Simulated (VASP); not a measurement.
Si: single point with PBEsol

The system is Si.

```xyz
2
Lattice="0.0000 2.7167 2.7167 2.7167 0.0000 2.7167 2.7167 2.7167 0.0000" Properties=species:S:1:pos:R:3 pbc="T T T"
Si    1.3484    1.3484    1.3484
Si    0.0000    0.0000    0.0000
```

This cell differs from its parent crystal: atom 1 moved by [-0.01, -0.01, -0.01] A.

```yaml
Program: VASP 6.6.1
Task: single point
Functional: PBEsol
Potentials_or_basis: VASP PAW PBE potentials, release 64 (Si)
Cutoff: 520 eV
k_mesh: 8 × 8 × 8
Occupations: gaussian, width 0.01 eV
Spin: no spin polarisation
Dipole_correction: no
Further_INCAR_settings: ALGO = Normal; EDIFF = 1e-06; NBANDS = 11
```

| Property | Result |
| --- | --- |
| Pressure | 0.1 GPa |
| Largest force | 0.238 eV/Å |
| Band gap on the k mesh | 0.46 eV, indirect (least direct gap 2.44 eV) |

Forces in eV/Å, atoms in the order of the input:
```
Si   0.138  0.138  0.138
Si  -0.138 -0.138 -0.138
```

Stress tensor (GPa, compression positive):
```
0.14 0.40 0.40
0.40 0.14 0.40
0.40 0.40 0.14
```

Levels at points of the mesh, in eV from the valence-band top:
| k point | band 1 | band 2 | band 3 | band 4 | band 5 | band 6 | band 7 | band 8 | band 9 |
| --- | --- | --- | --- | --- | --- | --- | --- | --- | --- |
| (0.00, 0.00, 0.00) | -12.03 | -0.14 | 0.00 | 0.00 | 2.44 | 2.44 | 2.52 | 3.26 | 7.64 |
| (0.50, 0.00, 0.00) | -9.69 | -7.03 | -1.31 | -1.21 | 1.41 | 3.16 | 3.28 | 7.45 | 10.48 |
| (0.50, 0.50, 0.50) | -9.65 | -7.13 | -1.23 | -1.23 | 1.43 | 3.25 | 3.25 | 7.49 | 10.39 |
| (0.50, 0.50, 0.00) | -7.91 | -7.84 | -2.94 | -2.90 | 0.52 | 0.57 | 10.00 | 10.01 | 10.87 |

Run time: 13 s on 1 thread of Intel(R) Xeon(R) 6975P-C (Granite Rapids) (shared host), peak memory 0.16 GiB.

Caveat: the cell differs from its parent crystal (atom 1 moved by [-0.01, -0.01, -0.01] A); the PAW data sets were made with another functional, which shifts forces and pressure a little. A k mesh can miss the band edges.
